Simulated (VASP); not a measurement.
# SnO2 in VASP: a series of runs

SnO2 is run at these levels: PBE; tasks: single point.

All numbers are computed with VASP 6.6.1; they aren't measurements. Logs are shortened: lines on timing, memory, paths and dates and some standing lists are left out, and cuts for length are marked.

### 1 The cell of the first run

The typed cell holds 6 atoms: a = 4.828 Å, b = 4.828 Å, c = 3.238 Å, α = 90.00°, β = 90.00°, γ = 90.00°.

### 2 Single point, PBE (atoms displaced along several vibrational modes)

INCAR reads:

```
PREC = Accurate
ENCUT = 520
EDIFF = 1E-6
ISMEAR = 0
SIGMA = 0.05
LREAL = False
LASPH = True
NELM = 100
ALGO = Normal
ISIF = 2
LWAVE = False
LCHARG = False
GGA = PE
NBANDS = 35
```

KPOINTS reads:

```
regular mesh
0
Gamma
  6 6 8
```

POSCAR reads:

```
SnO2
1.0
    4.8277932898      0.0000000000      0.0000000000
    0.0000000000      4.8278069739      0.0000000000
    0.0000000000      0.0000000000      3.2379014683
Sn O
2 4
Direct
    0.4940854925      0.4923786679      0.5000000000
    0.0059244324     -0.0076290438      0.0000000000
    0.2706411553      0.3472368624      0.0000000000
    0.8178591404      0.2093408025      0.5000000000
    0.2293220242      0.8472061564      0.5000000000
    0.6821040391      0.7093715085      0.0000000000
```

Potentials or basis: VASP PAW PBE potentials, release 64 (Sn_d, O).

On the command line:

```
cat potpaw_PBE.64/Sn_d/POTCAR potpaw_PBE.64/O/POTCAR > POTCAR
mpirun -np 1 vasp_std > vasp.out
```

OUTCAR:

```text
PREC = Accurate
   ENCUT = 520
   EDIFF = 1E-6
   ISMEAR = 0
   LREAL = False
   LASPH = True
   NELM = 100
   ISIF = 2
   GGA = PE

 ion  position               nearest neighbor table
   1  0.494  0.492  0.500-   3 2.07   3 2.07   4 2.08   6 2.13   6 2.13   5 2.14   2 3.74   2 3.74
                             2 3.74   2 3.74
   2  0.006  0.992  0.000-   5 2.07   5 2.07   6 2.08   4 2.13   4 2.13   3 2.14   1 3.74   1 3.74
                             1 3.74   1 3.74
   3  0.271  0.347  0.000-   1 2.07   1 2.07   2 2.14
   4  0.818  0.209  0.500-   1 2.08   2 2.13   2 2.13
   5  0.229  0.847  0.500-   2 2.07   2 2.07   1 2.14
   6  0.682  0.709  0.000-   2 2.08   1 2.13   1 2.13

  LATTYP: Found a simple tetragonal cell.
 ALAT       =     4.8277932898
 C/A-ratio  =     0.6706793920

  Lattice vectors:

 A1 = (   4.8277932898,   0.0000000000,   0.0000000000)
 A2 = (   0.0000000000,   4.8278069739,   0.0000000000)
 A3 = (   0.0000000000,   0.0000000000,   3.2379014683)

Analysis of symmetry for initial positions (statically):
=====================================================================
 Subroutine PRICEL returns:
 Original cell was already a primitive cell.

 Routine SETGRP: Setting up the symmetry group for a
 simple tetragonal supercell.

 Subroutine GETGRP returns: Found  2 space group operations
 (whereof  2 operations were pure point group operations)
 out of a pool of 16 trial point group operations.

The static configuration has the point symmetry C_1h.

Analysis of symmetry for dynamics (positions and initial velocities):
=====================================================================
 Subroutine PRICEL returns:
 Original cell was already a primitive cell.

 Routine SETGRP: Setting up the symmetry group for a
 simple tetragonal supercell.

 Subroutine GETGRP returns: Found  2 space group operations
 (whereof  2 operations were pure point group operations)
 out of a pool of 16 trial point group operations.

The dynamic configuration has the point symmetry C_1h.

 Subroutine INISYM returns: Found  2 space group operations
 (whereof  2 operations are pure point group operations),
 and found     1 'primitive' translations

----------------------------------------------------------------------------------------

                                     Primitive cell

  volume of cell :      75.4679

  direct lattice vectors                    reciprocal lattice vectors
     4.827793290  0.000000000  0.000000000     0.207133972  0.000000000  0.000000000
     0.000000000  4.827806974  0.000000000     0.000000000  0.207133385  0.000000000
     0.000000000  0.000000000  3.237901468     0.000000000  0.000000000  0.308842011

  length of vectors
     4.827793290  4.827806974  3.237901468     0.207133972  0.207133385  0.308842011

  position of ions in fractional coordinates (direct lattice)
     0.494085492  0.492378668  0.500000000
     0.005924432  0.992370956  0.000000000
     0.270641155  0.347236862  0.000000000
     0.817859140  0.209340803  0.500000000
     0.229322024  0.847206156  0.500000000
     0.682104039  0.709371508  0.000000000

  ion indices of the primitive-cell ions
   primitive index   ion index
                 1           1
                 2           2
                 3           3
                 4           4
                 5           5
                 6           6

----------------------------------------------------------------------------------------

 KPOINTS: regular mesh

Automatic generation of k-mesh.
 Grid dimensions read from file:
 generate k-points for:    6    6    8

 Generating k-lattice:

  Cartesian coordinates                     Fractional coordinates (reciprocal lattice)
     0.034522329  0.000000000  0.000000000     0.166666667  0.000000000  0.000000000
     0.000000000  0.034522231  0.000000000     0.000000000  0.166666667  0.000000000
     0.000000000  0.000000000  0.038605251     0.000000000  0.000000000  0.125000000

  Length of vectors
     0.034522329  0.034522231  0.038605251

  Shift w.r.t. Gamma in fractional coordinates (k-lattice)
     0.000000000  0.000000000  0.000000000

 Subroutine IBZKPT returns following result:
 ===========================================

 Found    100 irreducible k-points:

 Following reciprocal coordinates:
            Coordinates               Weight
  0.000000  0.000000  0.000000      1.000000
  0.166667  0.000000  0.000000      2.000000
  0.000000  0.166667  0.000000      2.000000
  0.333333  0.000000  0.000000      2.000000
  0.000000  0.333333  0.000000      2.000000
  0.500000  0.000000  0.000000      1.000000
[... 16 lines left out ...]
  0.000000  0.166667  0.125000      4.000000
  0.333333  0.000000  0.125000      4.000000
 [... further k-points ...]
   k-points           NKPTS =    100   k-points in BZ     NKDIM =    100   number of bands    NBANDS=     35
   number of dos      NEDOS =    301   number of ions     NIONS =      6
   total plane-waves  NPLWV =  31104
   dimension x,y,z NGX =    36 NGY =   36 NGZ =   24
   dimension x,y,z NGXF=    72 NGYF=   72 NGZF=   48
   ions per type =               2   4
   NGX,Y,Z   is equivalent  to a cutoff of  12.40, 12.40, 12.32 a.u.
   NGXF,Y,Z  is equivalent  to a cutoff of  24.79, 24.79, 24.64 a.u.
 SYSTEM =  unknown system
   PREC   = accura    normal or accurate (medium, high low for compatibility)
   ISTART =      0    job   : 0-new  1-cont  2-samecut
   ICHARG =      2    charge: 1-file 2-atom 10-const
   ISPIN  =      1    spin polarized calculation?
   LNONCOLLINEAR =      F non collinear calculations
   LSORBIT =      F    spin-orbit coupling
   LASPH  =      T    aspherical Exc in radial PAW
   ENCUT  =  520.0 eV  38.22 Ry    6.18 a.u.   8.98  8.98  6.02*2*pi/ulx,y,z
   NELM   =    100;   NELMIN=  2; NELMDL= -5     # of ELM steps
   EDIFF  = 0.1E-05   stopping-criterion for ELM
   LREAL  =      F    real-space projection
   EDIFFG = 0.1E-04   stopping-criterion for IOM
   NSW    =      0    number of steps for IOM
   IBRION =     -1    ionic relax: 0-MD 1-quasi-New 2-CG
   NFREE  =      0    steps in history (QN), initial steepest desc. (CG)
   ISIF   =      2    stress and relaxation
   ISYM   =      2    0-nonsym 1-usesym 2-fastsym
   POTIM  = 0.5000    time-step for ionic-motion
   TEBEG  =    0.0;   TEEND  =   0.0 temperature during run
   PSTRESS=    0.0 pullay stress
   NELECT =      52.0000    total number of electrons
   NUPDOWN=      -1.0000    fix difference up-down
   EMIN   =  10.00;   EMAX   =-10.00  energy-range for DOS
   EFERMI =   0.00;   METHOD = LEGACY
   ISMEAR =     0;   SIGMA  =   0.05  broadening in eV -4-tet -1-fermi 0-gaus
   EFERMI_NEDOS =   21; number of points for ismear=-14 and -15
   IALGO  =     38    algorithm
   IMIX   =      4    mixing-type and parameters
     AMIX     =   0.40;   BMIX     =  1.00
     AMIX_MAG =   1.60;   BMIX_MAG =  1.00
  volume/ion in A,a.u.               =      12.58        84.88
  Fermi-wavevector in a.u.,A,eV,Ry     =   1.445956  2.732461 28.446926  2.090790
  Thomas-Fermi vector in A             =   2.564080
   LORBIT       =      0    0 simple, 1 ext, 2 COOP (PROOUT), +10 PAW based schemes
   GGA     = PE    functional components
   LHFCALC =     F    Hartree Fock is set to
   AEXX    =    0.0000 exact exchange contribution
   IVDW    =     0    specifies the selected vdW correction
   LEPSILON=     F    determine dielectric tensor
   LRPA    =     F    only Hartree local field effects (RPA)
 non-spin polarized calculation
 Gauss-broadening in eV      SIGMA  =   0.05
  energy-cutoff  :      520.00
  volume of cell :       75.47
 maximum number of plane-waves:      2068
   NGX = 17   NGY = 17   NGZ = 13

 number of electron      51.9999974 magnetization

 Free energy of the ion-electron system (eV)
  ---------------------------------------------------
  ext. energy  EPLUGINS =         0.00000000
  ---------------------------------------------------
  free energy    TOTEN  =       -37.09148542 eV

  energy without entropy =      -37.09148542  energy(sigma->0) =      -37.09148542

 E-fermi :   5.7862     XC(G=0): -10.9969

 val. band max:        5.5007146226   @ k =   0.0000   0.0000   0.0000
 cond. band min:       6.2508287558   @ k =   0.0000   0.0000   0.0000
 fundamental gap:      0.7501141332
 Fermi energy:         5.7861881856

 k-point     1 :       0.0000    0.0000    0.0000
  band No.  band energies     occupation
      1     -15.4455      2.00000
      2     -14.8405      2.00000
      3     -14.6550      2.00000
      4     -14.6173      2.00000
      5     -14.6126      2.00000
      6     -14.5678      2.00000
[... 27 lines left out ...]
     34      17.2634      0.00000
     35      17.9661      0.00000

 k-point     2 :       0.1667    0.0000    0.0000
  band No.  band energies     occupation
      1     -15.4118      2.00000
      2     -14.8810      2.00000
      3     -14.6540      2.00000
      4     -14.6164      2.00000
      5     -14.6107      2.00000
      6     -14.5893      2.00000
[... 27 lines left out ...]
     34      17.4998      0.00000
     35      17.9894      0.00000

 k-point     3 :       0.0000    0.1667    0.0000
  band No.  band energies     occupation
      1     -15.4108      2.00000
      2     -14.8783      2.00000
      3     -14.6541      2.00000
      4     -14.6155      2.00000
      5     -14.6115      2.00000
      6     -14.5768      2.00000
[... 27 lines left out ...]
     34      17.3713      0.00000
     35      17.9446      0.00000
[... 723 lines left out ...]
 k-point    23 :       0.0000    0.1667    0.1250
  band No.  band energies     occupation
      1     -15.3543      2.00000
      2     -14.8521      2.00000
      3     -14.7443      2.00000
      4     -14.7060      2.00000
      5     -14.6197      2.00000
      6     -14.5605      2.00000
[... 27 lines left out ...]
     34      17.4616      0.00000
     35      17.5713      0.00000

 k-point    24 :       0.3333    0.0000    0.1250
  band No.  band energies     occupation
      1     -15.2716      2.00000
      2     -14.9827      2.00000
      3     -14.7588      2.00000
      4     -14.6858      2.00000
      5     -14.6085      2.00000
      6     -14.5732      2.00000
[... 27 lines left out ...]
     34      17.6144      0.00000
     35      18.1230      0.00000

 [... further k-points ...]

------------------------ aborting loop because EDIFF is reached ----------------------------------------

  FORCE on cell =-STRESS in cart. coord.  units (eV):
  Direction    XX          YY          ZZ          XY          YZ          ZX
  --------------------------------------------------------------------------------------
  -------------------------------------------------------------------------------------
  Total       -0.1657832     -0.5547088      0.3823682     -0.0003558      0.0000000      0.0000000
  in kB       -3.5195644    -11.7764236      8.1176461     -0.0075544      0.0000000      0.0000000
  external PRESSURE =      -2.3927806 kB  Pullay stress =       0.0000000 kB

 VOLUME and BASIS-vectors are now :
 -----------------------------------------------------------------------------
  energy-cutoff  :      520.00
  volume of cell :       75.47
      direct lattice vectors                 reciprocal lattice vectors
     4.827793290  0.000000000  0.000000000     0.207133972  0.000000000  0.000000000
     0.000000000  4.827806974  0.000000000     0.000000000  0.207133385  0.000000000
     0.000000000  0.000000000  3.237901468     0.000000000  0.000000000  0.308842011

 POSITION                                       TOTAL-FORCE (eV/Angst)
 -----------------------------------------------------------------------------------
      2.38534      2.37711      1.61895         0.451957      0.727638      0.000000
      0.02860      4.79098      0.00000        -0.453204      0.728511      0.000000
      1.30660      1.67639      0.00000         0.321621     -0.387619      0.000000
      3.94845      1.01066      1.61895        -0.310114     -0.340582      0.000000
      1.10712      4.09015      1.61895        -0.321001     -0.386954      0.000000
      3.29306      3.42471      0.00000         0.310741     -0.340993      0.000000
 -----------------------------------------------------------------------------------
    total drift:                               -0.000037      0.000297      0.000003

  FREE ENERGIE OF THE ION-ELECTRON SYSTEM (eV)
  ---------------------------------------------------
  free  energy   TOTEN  =       -37.0914854192 eV

  energy  without entropy=      -37.0914854192  energy(sigma->0) =      -37.09148542
```

Wall time 2 min (1 thread of Intel Xeon 6975P-C (Granite Rapids), shared host); peak memory 0.32 GiB.

Results:

| Quantity | Value |
| --- | --- |
| Free energy | -37.0915 eV |
| Pressure | -0.2 GPa |
| Largest force | 0.858 eV/Å |
| Band gap on the k mesh | 0.75 eV |

Forces on the atoms (eV/Å):
```
Sn   0.452  0.728  0.000
Sn  -0.453  0.729  0.000
O    0.322 -0.388  0.000
O   -0.310 -0.341  0.000
O   -0.321 -0.387  0.000
O    0.311 -0.341  0.000
```

Stress tensor (GPa, compression positive):
```
-0.35  0.00  0.00
 0.00 -1.18  0.00
 0.00  0.00  0.81
```

Levels at points of the mesh, in eV from the valence-band top:
| k point | band 22 | band 23 | band 24 | band 25 | band 26 | band 27 | band 28 | band 29 | band 30 | band 31 |
| --- | --- | --- | --- | --- | --- | --- | --- | --- | --- | --- |
| (0.00, 0.00, 0.00) | -1.16 | -1.15 | -0.73 | -0.63 | 0.00 | 0.75 | 5.10 | 6.10 | 6.65 | 9.69 |
| (0.50, 0.00, 0.00) | -1.73 | -1.32 | -0.93 | -0.53 | -0.52 | 3.72 | 3.84 | 6.58 | 6.66 | 9.46 |
| (0.00, 0.50, 0.00) | -2.00 | -1.09 | -1.09 | -0.53 | -0.53 | 3.87 | 3.87 | 7.01 | 7.01 | 10.08 |
| (0.50, 0.50, 0.00) | -1.82 | -1.23 | -1.23 | -0.79 | -0.79 | 4.17 | 4.17 | 7.13 | 7.13 | 10.27 |
| (0.00, 0.00, 0.50) | -2.50 | -1.52 | -1.52 | -1.07 | -1.07 | 5.42 | 5.42 | 8.93 | 8.93 | 9.87 |
| (0.50, 0.00, 0.50) | -1.79 | -0.90 | -0.90 | -0.68 | -0.68 | 5.61 | 5.61 | 7.60 | 7.60 | 10.06 |
| (0.00, 0.50, 0.50) | -1.52 | -1.09 | -1.09 | -0.60 | -0.60 | 5.57 | 5.57 | 7.58 | 7.58 | 10.48 |
| (0.50, 0.50, 0.50) | -2.26 | -0.96 | -0.96 | -0.62 | -0.62 | 4.28 | 4.28 | 8.37 | 8.37 | 10.24 |

Caveat: the cell differs from its parent crystal (atoms displaced along several vibrational modes); semilocal functionals underestimate gaps, and a narrow one can read as zero; spin-orbit coupling is left out, which moves the levels of the heavy elements.

(Part 1 of 2 ends here.)
